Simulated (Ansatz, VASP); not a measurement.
# TiGe: VASP beside Ansatz

```
Ti Ge
1.0
     0.00000    3.27788    3.27788
     3.27788    0.00000    3.27788
     3.27788    3.27788    0.00000
Ti Ge
2 2
Direct
  0.75000 0.75000 0.75000
  0.50000 0.50000 0.50000
  0.25000 0.25000 0.25000
  0.00000 0.00000 0.00000
```

Alike in both runs: task single point; functional PBE; k mesh 4 × 4 × 4; occupations gaussian, width 0.1 eV; no spin polarisation.

|  | VASP | Ansatz |
| --- | --- | --- |
| version | VASP 6.6.1 | Ansatz 0.2.0 |
| potentials or method | VASP PAW PBE potentials, release 64 (Ti_sv, Ge_d), cutoff 520 eV | scalar-relativistic, plane waves, PAW |
| valence electrons in the cell | 52 | 52 |

```csv
,VASP,Ansatz,Ansatz less VASP
gap on the k mesh at the Fermi level (eV),none,none,-
pressure (GPa),-4.4,-4.4,+0.01
```

A gap of «none» marks a metal or a gap that the smearing closes.

The k mesh is coarse, so the values compare programs but aren't converged.
